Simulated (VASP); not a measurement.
Bi2Pd, 3 atoms in the cell. The structure is tetragonal, space group I4/mmm (No. 139). The conventional cell has a = 3.351 Å, b = 3.351 Å, c = 12.940 Å, α = 90.00°, β = 90.00°, γ = 90.00°. Within 3.9 Å of Bi (site symmetry 4mm) lie 4 Pd at 2.96 Å and 9 Bi at 3.35 to 3.76 Å. Pd (site symmetry 4/mmm) has 8 Bi at 2.96 Å and 4 Pd at 3.35 Å within 3.9 Å. 

```yaml
Program: VASP 6.6.1
Task: electric field gradients
Functional: PBEsol
Potentials_or_basis: VASP PAW PBE potentials, release 64 (Bi_d, Pd)
Cutoff: 520 eV
k_mesh: 15 × 15 × 15
Occupations: fermi-dirac, width 0.08 eV
Spin: no spin polarisation
Dipole_correction: no
Further_INCAR_settings: ALGO = Normal; EDIFF = 1e-08; NBANDS = 27
```

Potentials or basis: VASP PAW PBE potentials, release 64 (Bi_d, Pd).

The run is started by

```bash
$ cat potpaw_PBE.64/Bi_d/POTCAR potpaw_PBE.64/Pd/POTCAR > POTCAR
$ mpirun -np 1 vasp_std > vasp.out
```

Hardware: 1 thread of Intel Xeon 8259CL (shared host).

**Question.** How long does it take, and how much memory?

**Answer.** It took 57 min on 1 thread of Intel Xeon 8259CL, on a shared host, peak memory 0.77 GiB. Counts: scf iterations 16, k points 288.
